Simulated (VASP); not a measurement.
**ScAsS: relaxation of cell and atoms with PBE**

ScAsS:

```
Sc As S
1.0
     3.82126    0.00000    0.00000
     0.00000    3.82126    0.00000
     0.00000    0.00000    4.03027
Sc As S
1 1 1
Direct
  0.00000 0.00000 0.00000
  0.50000 0.50000 0.50000
  0.50000 0.50000 0.00000
```

The cell was built from a structure type or drawn by symmetry, and may not be a known phase.

```yaml
Program: VASP 6.6.1
Task: relaxation of cell and atoms
Functional: PBE
Potentials_or_basis: VASP PAW PBE potentials, release 64 (Sc_sv, As, S)
Cutoff: 600 eV
k_mesh: 4 × 4 × 4
Occupations: gaussian, width 0.1 eV
Spin: no spin polarisation
Dipole_correction: no
Further_INCAR_settings: ALGO = Normal; EDIFF = 1e-06; IBRION = 2; EDIFFG = -0.04; NSW = 90; ISIF = 3
```

```
Relaxed volume                        : 21.84 Å³/atom
Relaxed cell                          : a = 3.538 Å, b = 3.538 Å, c = 5.234 Å, α = 90.00°, β = 90.00°, γ = 90.00°
Space group after relaxing (to 0.1 Å) : P4/mmm (No. 123)
Energy gained by relaxing             : 1050.8 meV/atom
Ionic steps                           : 8
Pressure after relaxing               : 0.1 GPa
Band gap on the k mesh                : zero (bands 11 and 12 overlap by 2.40 eV)
```

Step by step:
| step | energy change (eV) | largest force (eV/Å) | pressure (GPa) | volume (Å³) |
| --- | --- | --- | --- | --- |
| 1 | 0.0000 | 0.0000 | 18.78 | 58.85 |
| 2 | -2.8297 | 0.0000 | -7.61 | 76.74 |
| 3 | -2.9222 | 0.0000 | -5.59 | 71.71 |
| 4 | -2.9478 | 0.0000 | -6.66 | 73.37 |
| 5 | -2.9476 | 0.0000 | -6.45 | 72.97 |
| 6 | -3.1004 | 0.0000 | 2.14 | 64.48 |
| 7 | -3.1408 | 0.0000 | -1.15 | 66.92 |
| 8 | -3.1525 | 0.0000 | 0.12 | 65.52 |

Final structure:
```xyz
3
Lattice="3.5379 0.0000 0.0000 0.0000 3.5379 0.0000 0.0000 0.0000 5.2345" Properties=species:S:1:pos:R:3 pbc="T T T"
Sc    0.0000    0.0000    0.0000
As    1.7690    1.7690    2.6172
S     1.7690    1.7690    0.0000
```

Levels at points of the mesh, in eV from the Fermi level:
```
           k point  band 9  band 10  band 11  band 12  band 13  band 14
(0.00, 0.00, 0.00)   -3.46    -1.62     0.45     0.93     1.02     1.02
(0.50, 0.00, 0.00)   -4.97    -3.05     1.42     1.66     1.79     1.91
(0.50, 0.50, 0.00)   -5.62    -1.46    -1.46    -0.53    -0.53     0.41
(0.00, 0.00, 0.50)   -2.93    -1.95    -1.58    -0.07    -0.07     0.45
(0.50, 0.00, 0.50)   -3.70    -2.96    -0.44     0.81     1.36     1.40
(0.50, 0.50, 0.50)   -3.09    -3.09    -2.08    -0.06     1.17     1.29
```

Run time: 56 s on 1 thread of Intel(R) Xeon(R) 6975P-C (Granite Rapids) (shared host), peak memory 0.19 GiB.

Caveat: the k points lie up to 0.44 Å⁻¹ apart in the final cell, too coarse for converged energies and pressures of a metal; a cell axis changed by over 15 % at a fixed basis, so the end point is rough.
